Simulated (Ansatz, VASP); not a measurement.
# ZnS in VASP and in Ansatz

INCAR

```
PREC = Accurate ; ENCUT = 520
EDIFF = 1E-7 ; ISMEAR = 0
SIGMA = 0.05 ; LREAL = False
LASPH = True ; NELM = 100
ALGO = Normal ; ISIF = 2
LWAVE = False ; LCHARG = False
GGA = PE ; NBANDS = 46
```

The input KPOINTS:

```
regular mesh
0
Gamma
  6 6 6
```

Contents of POSCAR:

```
ZnS
1.0
    5.4431279680      0.0000000000      0.0000000000
    0.0000000000     -5.4431279680      0.0000000000
    0.0000000000      0.0000000000     -5.4431279680
Zn S
4 4
Direct
   -0.0233834702     -0.0233834702      0.0000000000
    0.5000000000      0.5000000000      0.0000000000
    0.5000000000      0.0000000000      0.5000000000
    0.0000000000      0.5000000000      0.5000000000
    0.7500000000      0.7500000000      0.7500000000
    0.2500000000      0.2500000000      0.7500000000
    0.2500000000      0.7500000000      0.2500000000
    0.7500000000      0.2500000000      0.2500000000
```

Input for Ansatz:

```yaml
crystal:
  lattice:
    - [5.443127968, 0.0, 0.0]
    - [0.0, -5.443127968, 0.0]
    - [0.0, 0.0, -5.443127968]
  atoms:
    - { symbol: Zn, position: [-0.0233834702, -0.0233834702, 0.0] }
    - { symbol: Zn, position: [0.5, 0.5, 0.0] }
    - { symbol: Zn, position: [0.5, 0.0, 0.5] }
    - { symbol: Zn, position: [0.0, 0.5, 0.5] }
    - { symbol: S, position: [0.75, 0.75, 0.75] }
    - { symbol: S, position: [0.25, 0.25, 0.75] }
    - { symbol: S, position: [0.25, 0.75, 0.25] }
    - { symbol: S, position: [0.75, 0.25, 0.25] }
basis:
  ecutwfc: 420
kpoints:
  mp_grid: { grid: [6, 6, 6] }
hamiltonian:
  xc: pbe
scf:
  occupations: { method: gaussian, width: 0.05 }
output:
  forces: true
  stress: true
  eigenvalues: true
```

Alike in both runs: task single point; functional PBE; k mesh 6 × 6 × 6; occupations gaussian, width 0.05 eV; no spin polarisation.

```csv
,VASP,Ansatz
version,VASP 6.6.1,Ansatz 0.2.0
potentials or method,"VASP PAW PBE potentials, release 64 (Zn, S), cutoff 520 eV","scalar-relativistic, plane waves, PAW"
valence electrons in the cell,72,72
```

```csv
,VASP,Ansatz,Ansatz less VASP
gap on the k mesh at the Fermi level (eV),1.97,1.97,-0.004
least direct gap on the mesh (eV),1.97,1.97,-0.004
pressure (GPa),0.4,0.3,-0.15
"traceless stress, the component that is largest in VASP (GPa)",-0.68,-0.67,+0.010
rms of the force components (eV/Å),0.324,0.321,-0.0027
```

Atom by atom the forces differ by 0.003 eV/Å (rms over components).
